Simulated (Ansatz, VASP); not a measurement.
# Two plane-wave programs on AlGa3Sb4

Contents of INCAR:

```
SYSTEM = AlGa3Sb4
PREC = Accurate
ENCUT = 520
EDIFF = 1E-6
ISMEAR = 0
SIGMA = 0.1
LREAL = .False.
LASPH = .True.
NELM = 100
ALGO = Normal
ISIF = 2
LWAVE = .False.
LCHARG = .True.
GGA = PE
LELF = .True.
LVHAR = .True.
NBANDS = 41
```

Contents of KPOINTS:

```
regular mesh
0
Gamma
  4 4 4
  0 0 0
```

Contents of POSCAR:

```
AlGa3Sb4
1.0
   -3.1083483000      3.1083483000      6.2168426000
    3.1083483000     -3.1083483000      6.2168426000
    3.1083483000      3.1083483000     -6.2168426000
Al Ga Sb
1 3 4
Direct
    0.0000000000      0.0000000000      0.0000000000
    0.7500000000      0.2500000000      0.5000000000
    0.5000000000      0.5000000000      0.0000000000
    0.2500000000      0.7500000000      0.5000000000
    0.3754060000      0.3754060000      0.5007520000
    0.1253460000      0.6245940000      0.0000000000
    0.8746540000      0.8746540000      0.4992480000
    0.6245940000      0.1253460000      0.0000000000
```

Input for Ansatz:

```yaml
crystal:
  lattice:
    - [-3.1083483, 3.1083483, 6.2168426]
    - [3.1083483, -3.1083483, 6.2168426]
    - [3.1083483, 3.1083483, -6.2168426]
  atoms:
    - { symbol: Al, position: [0.0, 0.0, 0.0] }
    - { symbol: Ga, position: [0.75, 0.25, 0.5] }
    - { symbol: Ga, position: [0.5, 0.5, 0.0] }
    - { symbol: Ga, position: [0.25, 0.75, 0.5] }
    - { symbol: Sb, position: [0.375406, 0.375406, 0.500752] }
    - { symbol: Sb, position: [0.125346, 0.624594, 0.0] }
    - { symbol: Sb, position: [0.874654, 0.874654, 0.499248] }
    - { symbol: Sb, position: [0.624594, 0.125346, 0.0] }
basis:
  ecutwfc: 420
kpoints:
  mp_grid: { grid: [4, 4, 4] }
hamiltonian:
  xc: pbe
scf:
  occupations: { method: gaussian, width: 0.1 }
  lower_state_search: "off"
output:
  forces: true
  stress: true
  eigenvalues: true
```

Alike in both runs: task single point; functional PBE; k mesh 4 × 4 × 4; occupations gaussian, width 0.1 eV; no spin polarisation.

```csv
,VASP,Ansatz
version,VASP 6.6.1,Ansatz 0.2.0
potentials or method,"VASP PAW PBE potentials, release 64 (Al, Ga_d, Sb), cutoff 520 eV","scalar-relativistic, plane waves, PAW"
valence electrons in the cell,62,102
```

|  | VASP | Ansatz | Ansatz less VASP |
| --- | --- | --- | --- |
| gap on the k mesh at the Fermi level (eV) | 0.09 | 0.09 | -0.002 |
| least direct gap on the mesh (eV) | 0.09 | 0.09 | -0.002 |
| pressure (GPa) | 0.1 | 0.0 | -0.10 |
| rms of the force components (eV/Å) | 0.004 | 0.001 | -0.0036 |

Atom by atom the forces differ by 0.004 eV/Å (rms over components). With one functional, cell and mesh, what is left measures potentials, basis and numerics. VASP's potentials hold 62 valence electrons a cell and Ansatz's 102, so a difference there can come from the potentials and not from the codes.

Neither program's run includes spin-orbit coupling.
